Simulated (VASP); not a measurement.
# ZnS (P1) in VASP: single point with PBE

Aim: the single point of ZnS with PBE.

Everything below comes from runs of VASP 6.6.1. Logs are shortened: lines on timing, memory, paths and dates and some standing lists are left out, and cuts for length are marked.

### 1 The cell of the first run

The typed cell holds 4 atoms: a = 3.812 Å, b = 3.861 Å, c = 6.235 Å, α = 90.62°, β = 91.71°, γ = 121.27°.

### 2 Single point, PBE (equal xy, yz and zx shear strains of -3 %)

File INCAR:

```
SYSTEM = ZnS
ALGO = Normal
EDIFF = 1E-6
ENCUT = 520
GGA = PE
ISIF = 2
ISMEAR = -1
LASPH = .True.
LCHARG = .False.
LREAL = .False.
LWAVE = .False.
NBANDS = 26
NELM = 80
PREC = Accurate
SIGMA = 0.03
```

File KPOINTS:

```
k-points
0
Gamma
  8 8 5
  0 0 0
```

File POSCAR:

```
ZnS
1.0
    3.8109987816     -0.0571649817     -0.0571649817
   -1.9550057172      3.3290042495     -0.0209238355
   -0.0935100000     -0.0935100000      6.2340000000
Zn S
2 2
Direct
    0.3333333333      0.6666666667      0.0000000000
    0.6666666667      0.3333333333      0.5000000000
    0.3333333333      0.6666666667      0.3850000000
    0.6666666667      0.3333333333      0.8850000000
```

Potentials or basis: VASP PAW PBE potentials, release 64 (Zn, S).

Run with:

```sh
$ cat potpaw_PBE.64/Zn/POTCAR potpaw_PBE.64/S/POTCAR > POTCAR
$ mpirun -np 1 vasp_std > vasp.out
```

OUTCAR:

```text
SYSTEM = ZnS
   EDIFF = 1E-6
   ENCUT = 520
   GGA = PE
   ISIF = 2
   ISMEAR = -1
   LASPH = .True.
   LREAL = .False.
   NELM = 80
   PREC = Accurate

 ion  position               nearest neighbor table
   1  0.333  0.667  0.000-   4 2.26   4 2.33   4 2.35   3 2.40
   2  0.667  0.333  0.500-   3 2.29   3 2.32   3 2.33   4 2.40
   3  0.333  0.667  0.385-   2 2.29   2 2.32   2 2.33   1 2.40
   4  0.667  0.333  0.885-   1 2.26   1 2.33   1 2.35   2 2.40

  LATTYP: Found a triclinic cell.
 ALAT       =     3.7624115023
 B/A-ratio  =     1.0131417463
 C/A-ratio  =     1.6572888129
 COS(alpha) =     0.0297616073
 COS(beta)  =     0.0411893908
 COS(gamma) =     0.4804578458

  Lattice vectors:

 A1 = (   1.8559930644,   3.2718392678,  -0.0780888172)
 A2 = (   3.8109987816,  -0.0571649817,  -0.0571649817)
 A3 = (   0.0935100000,   0.0935100000,  -6.2340000000)

Analysis of symmetry for initial positions (statically):
=====================================================================
 Subroutine PRICEL returns:
 Original cell was already a primitive cell.

 Routine SETGRP: Setting up the symmetry group for a
 triclinic supercell.

 Subroutine GETGRP returns: Found  1 space group operations
 (whereof  1 operations were pure point group operations)
 out of a pool of  2 trial point group operations.

The static configuration has the point symmetry C_1 .

Analysis of symmetry for dynamics (positions and initial velocities):
=====================================================================
 Subroutine PRICEL returns:
 Original cell was already a primitive cell.

 Routine SETGRP: Setting up the symmetry group for a
 triclinic supercell.

 Subroutine GETGRP returns: Found  1 space group operations
 (whereof  1 operations were pure point group operations)
 out of a pool of  2 trial point group operations.

The dynamic configuration has the point symmetry C_1 .

 Subroutine INISYM returns: Found  1 space group operations
 (whereof  1 operations are pure point group operations),
 and found     1 'primitive' translations

----------------------------------------------------------------------------------------

                                     Primitive cell

  volume of cell :      78.3572

  direct lattice vectors                    reciprocal lattice vectors
     3.810998782 -0.057164982 -0.057164982     0.264826434  0.155562774  0.006305838
    -1.955005717  3.329004250 -0.020923836     0.004616194  0.303130065  0.004616194
    -0.093510000 -0.093510000  6.234000000     0.002443918  0.002443918  0.160483969

  length of vectors
     3.811856160  3.860667618  6.235402492     0.307201205  0.303200354  0.160521182

  position of ions in fractional coordinates (direct lattice)
     0.333333333  0.666666667  0.000000000
     0.666666667  0.333333333  0.500000000
     0.333333333  0.666666667  0.385000000
     0.666666667  0.333333333  0.885000000

  ion indices of the primitive-cell ions
   primitive index   ion index
                 1           1
                 2           2
                 3           3
                 4           4

----------------------------------------------------------------------------------------

 KPOINTS: k-points

Automatic generation of k-mesh.
 Grid dimensions read from file:
 generate k-points for:    8    8    5

 Generating k-lattice:

  Cartesian coordinates                     Fractional coordinates (reciprocal lattice)
     0.033103304  0.019445347  0.000788230     0.125000000  0.000000000  0.000000000
     0.000577024  0.037891258  0.000577024    -0.000000000  0.125000000  0.000000000
     0.000488784  0.000488784  0.032096794     0.000000000 -0.000000000  0.200000000

  Length of vectors
     0.038400151  0.037900044  0.032104236

  Shift w.r.t. Gamma in fractional coordinates (k-lattice)
     0.000000000  0.000000000  0.000000000

 Subroutine IBZKPT returns following result:
 ===========================================

 Found    162 irreducible k-points:

 Following reciprocal coordinates:
            Coordinates               Weight
  0.000000  0.000000  0.000000      1.000000
  0.125000  0.000000  0.000000      2.000000
  0.250000  0.000000  0.000000      2.000000
  0.375000  0.000000  0.000000      2.000000
  0.500000  0.000000  0.000000      1.000000
 -0.000000  0.125000 -0.000000      2.000000
[... 16 lines left out ...]
  0.125000  0.375000  0.000000      2.000000
  0.250000  0.375000  0.000000      2.000000
 [... further k-points ...]
   k-points           NKPTS =    162   k-points in BZ     NKDIM =    162   number of bands    NBANDS=     26
   number of dos      NEDOS =    301   number of ions     NIONS =      4
   total plane-waves  NPLWV =  40320
   dimension x,y,z NGX =    28 NGY =   30 NGZ =   48
   dimension x,y,z NGXF=    56 NGYF=   60 NGZF=   96
   ions per type =               2   2
   NGX,Y,Z   is equivalent  to a cutoff of  12.21, 12.92, 12.80 a.u.
   NGXF,Y,Z  is equivalent  to a cutoff of  24.42, 25.84, 25.60 a.u.
 SYSTEM =  ZnS
   PREC   = accura    normal or accurate (medium, high low for compatibility)
   ISTART =      0    job   : 0-new  1-cont  2-samecut
   ICHARG =      2    charge: 1-file 2-atom 10-const
   ISPIN  =      1    spin polarized calculation?
   LNONCOLLINEAR =      F non collinear calculations
   LSORBIT =      F    spin-orbit coupling
   LASPH  =      T    aspherical Exc in radial PAW
   ENCUT  =  520.0 eV  38.22 Ry    6.18 a.u.   7.09  7.18 11.59*2*pi/ulx,y,z
   NELM   =     80;   NELMIN=  2; NELMDL= -5     # of ELM steps
   EDIFF  = 0.1E-05   stopping-criterion for ELM
   LREAL  =      F    real-space projection
   EDIFFG = 0.1E-04   stopping-criterion for IOM
   NSW    =      0    number of steps for IOM
   IBRION =     -1    ionic relax: 0-MD 1-quasi-New 2-CG
   NFREE  =      0    steps in history (QN), initial steepest desc. (CG)
   ISIF   =      2    stress and relaxation
   ISYM   =      2    0-nonsym 1-usesym 2-fastsym
   POTIM  = 0.5000    time-step for ionic-motion
   TEBEG  =    0.0;   TEEND  =   0.0 temperature during run
   PSTRESS=    0.0 pullay stress
   NELECT =      36.0000    total number of electrons
   NUPDOWN=      -1.0000    fix difference up-down
   EMIN   =  10.00;   EMAX   =-10.00  energy-range for DOS
   EFERMI =   0.00;   METHOD = LEGACY
   ISMEAR =    -1;   SIGMA  =   0.03  broadening in eV -4-tet -1-fermi 0-gaus
   EFERMI_NEDOS =   21; number of points for ismear=-14 and -15
   IALGO  =     38    algorithm
   IMIX   =      4    mixing-type and parameters
     AMIX     =   0.40;   BMIX     =  1.00
     AMIX_MAG =   1.60;   BMIX_MAG =  1.00
  volume/ion in A,a.u.               =      19.59       132.20
  Fermi-wavevector in a.u.,A,eV,Ry     =   1.263231  2.387160 21.711525  1.595752
  Thomas-Fermi vector in A             =   2.396598
   LORBIT       =      0    0 simple, 1 ext, 2 COOP (PROOUT), +10 PAW based schemes
   GGA     = PE    functional components
   LHFCALC =     F    Hartree Fock is set to
   AEXX    =    0.0000 exact exchange contribution
   IVDW    =     0    specifies the selected vdW correction
   LEPSILON=     F    determine dielectric tensor
   LRPA    =     F    only Hartree local field effects (RPA)
 non-spin polarized calculation
  energy-cutoff  :      520.00
  volume of cell :       78.36
 maximum number of plane-waves:      2127
   NGX = 15   NGY = 15   NGZ = 23

 number of electron      35.9999989 magnetization

 Free energy of the ion-electron system (eV)
  ---------------------------------------------------
  ext. energy  EPLUGINS =         0.00000000
  ---------------------------------------------------
  free energy    TOTEN  =       -13.62330809 eV

  energy without entropy =      -13.62330809  energy(sigma->0) =      -13.62330809

 E-fermi :   2.8953     XC(G=0):  -9.6556

 val. band max:        2.2689082422   @ k =   0.0000   0.0000   0.0000
 cond. band min:       4.4072141325   @ k =   0.0000   0.0000   0.0000
 fundamental gap:      2.1383058903
 Fermi energy:         2.8952985166

 k-point     1 :       0.0000    0.0000    0.0000
  band No.  band energies     occupation
      1     -11.0296      2.00000
      2     -10.1030      2.00000
      3      -4.2142      2.00000
      4      -4.2039      2.00000
      5      -4.1486      2.00000
      6      -4.1388      2.00000
[... 18 lines left out ...]
     25       9.9305      0.00000
     26      11.4924      0.00000

 k-point     2 :       0.1250    0.0000    0.0000
  band No.  band energies     occupation
      1     -10.9192      2.00000
      2     -10.0393      2.00000
      3      -4.2225      2.00000
      4      -4.1772      2.00000
      5      -4.1298      2.00000
      6      -4.1130      2.00000
[... 18 lines left out ...]
     25      10.1520      0.00000
     26      10.9155      0.00000

 k-point     3 :       0.2500    0.0000    0.0000
  band No.  band energies     occupation
      1     -10.6226      2.00000
      2      -9.8902      2.00000
      3      -4.2234      2.00000
      4      -4.1182      2.00000
      5      -4.0995      2.00000
      6      -4.0406      2.00000
[... 18 lines left out ...]
     25      10.7150      0.00000
     26      11.1348      0.00000

 k-point     4 :       0.3750    0.0000    0.0000
  band No.  band energies     occupation
      1     -10.2546      2.00000
      2      -9.7701      2.00000
      3      -4.1874      2.00000
      4      -4.0732      2.00000
      5      -4.0341      2.00000
      6      -3.9254      2.00000
[... 18 lines left out ...]
     25      11.1342      0.00000
     26      12.5524      0.00000
[... 496 lines left out ...]
      1     -10.2841      2.00000
      2      -9.7831      2.00000
      3      -4.1872      2.00000
      4      -4.0860      2.00000
      5      -4.0460      2.00000
      6      -3.9391      2.00000
[... 18 lines left out ...]
     25      11.0336      0.00000
     26      12.3748      0.00000

 k-point    23 :       0.1250    0.3750    0.0000
  band No.  band energies     occupation
      1     -10.0934      2.00000
      2      -9.7624      2.00000
      3      -4.1456      2.00000
      4      -4.0718      2.00000
      5      -3.9404      2.00000
      6      -3.9111      2.00000
[... 18 lines left out ...]
     25      11.3555      0.00000
     26      12.1077      0.00000

 k-point    24 :       0.2500    0.3750    0.0000
  band No.  band energies     occupation
      1      -9.9331      2.00000
      2      -9.7898      2.00000
      3      -4.1365      2.00000
      4      -4.0029      2.00000
      5      -3.9181      2.00000
      6      -3.8585      2.00000
[... 18 lines left out ...]
     25      11.7965      0.00000
     26      12.0567      0.00000

 [... further k-points ...]
[... 5 lines left out ...]
  --------------------------------------------------------------------------------------
  -------------------------------------------------------------------------------------
  Total        1.6568162      1.6336290      0.5949695      0.8861228      0.5389488      0.5411607
  in kB       33.8770867     33.4029745     12.1654007     18.1186408     11.0199406     11.0651674
  external PRESSURE =      26.4818206 kB  Pullay stress =       0.0000000 kB

 VOLUME and BASIS-vectors are now :
 -----------------------------------------------------------------------------
  energy-cutoff  :      520.00
  volume of cell :       78.36
      direct lattice vectors                 reciprocal lattice vectors
     3.810998782 -0.057164982 -0.057164982     0.264826434  0.155562774  0.006305838
    -1.955005717  3.329004250 -0.020923836     0.004616194  0.303130065  0.004616194
    -0.093510000 -0.093510000  6.234000000     0.002443918  0.002443918  0.160483969

 POSITION                                       TOTAL-FORCE (eV/Angst)
 -----------------------------------------------------------------------------------
     -0.03300      2.20028     -0.03300         0.325650      0.143213      0.338791
      1.84224      1.02480      3.07192        -0.056409      0.123069      0.323993
     -0.06901      2.16428      2.36709         0.104676     -0.123466     -0.318477
      1.80624      0.98880      5.47201        -0.373917     -0.142816     -0.344307
 -----------------------------------------------------------------------------------
    total drift:                                0.000080      0.000134      0.000364

  FREE ENERGIE OF THE ION-ELECTRON SYSTEM (eV)
  ---------------------------------------------------
  free  energy   TOTEN  =       -13.6233080922 eV

  energy  without entropy=      -13.6233080922  energy(sigma->0) =      -13.62330809
```

It took 6.4 min on 1 thread of Oxide Virtual Turin-like, shared host; peak memory 0.35 GiB.

What came out:

```yaml
Free_energy: -13.6233 eV
Pressure: 2.6 GPa
Largest_force: 0.528 eV/Å
Band_gap_on_the_k_mesh: 2.14 eV, direct
```

Forces in eV/Å, atoms in the order of the input:
```
Zn   0.326  0.143  0.339
Zn  -0.056  0.123  0.324
S    0.105 -0.123 -0.318
S   -0.374 -0.143 -0.344
```

Stress tensor (GPa, compression positive):
```
3.39 1.81 1.11
1.81 3.34 1.10
1.11 1.10 1.22
```

Levels at points of the mesh, in eV from the valence-band top:
| k point | band 16 | band 17 | band 18 | band 19 | band 20 | band 21 |
| --- | --- | --- | --- | --- | --- | --- |
| (0.00, 0.00, 0.00) | -0.17 | -0.16 | 0.00 | 2.14 | 2.89 | 6.06 |
| (0.50, 0.00, 0.00) | -2.48 | -1.67 | -1.19 | 3.34 | 4.03 | 5.08 |
| (0.00, 0.50, 0.00) | -2.34 | -1.66 | -1.08 | 3.52 | 4.15 | 5.08 |
| (0.50, 0.50, 0.00) | -2.21 | -1.65 | -0.97 | 3.71 | 4.25 | 5.09 |

Caveat: the cell differs from its parent crystal (equal xy, yz and zx shear strains of -3 %).
